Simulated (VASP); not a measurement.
Here is a VASP 6.6.1 calculation.

INCAR

```
SYSTEM = TiTe2
PREC     = Accurate       ! precision mode
ENCUT    = 520            ! plane-wave cutoff, eV
EDIFF    = 1E-6           ! SCF threshold, eV
ISMEAR   = 0              ! smearing method
SIGMA    = 0.1            ! smearing width, eV
LREAL    = .FALSE.        ! projectors in reciprocal space
LASPH    = .TRUE.         ! aspherical terms in the spheres
NELM     = 80             ! most SCF steps
ALGO     = Normal         ! electronic algorithm
ISIF     = 2              ! what is computed and relaxed
LWAVE    = .FALSE.        ! write WAVECAR
LCHARG   = .FALSE.        ! write CHGCAR
GGA      = PE             ! functional
NBANDS   = 19             ! bands
```

File KPOINTS:

```
regular mesh
0
G
  15 15 8
  0 0 0
```

File POSCAR:

```
TiTe2
1.0
    3.7627698342      0.0000000000      0.0000000000
   -1.8813849171      3.2586542650      0.0000000000
    0.0000000000      0.0000000000      6.9939600183
Ti Te
1 2
Direct
    0.0000000000      0.0000000000      0.0000000000
    0.6666666667      0.3333333333      0.2481179208
    0.3333333333      0.6666666667      0.7518820792
```

Potentials or basis: VASP PAW PBE potentials, release 64 (Ti_sv, Te).

Command:

```bash
$ cat potpaw_PBE.64/Ti_sv/POTCAR potpaw_PBE.64/Te/POTCAR > POTCAR
$ mpirun -np 1 vasp_std > vasp.out
```

Q: Estimate the band gap on the k mesh.

A: Zero (bands 12 and 13 overlap by 0.65 eV).

Q: Predict the largest force.

A: 0.010 eV/Å.

Q: Estimate the pressure.

A: 0.0 GPa.

Forces on the atoms (eV/Å):
```
Ti   0.000  0.000  0.000
Te   0.000  0.000  0.010
Te   0.000  0.000 -0.010
```

Caveat: spin-orbit coupling is left out, which moves the levels of the heavy elements; this functional lacks dispersion, which binds the layers, so the pressure and a relaxed spacing across them are unreliable.
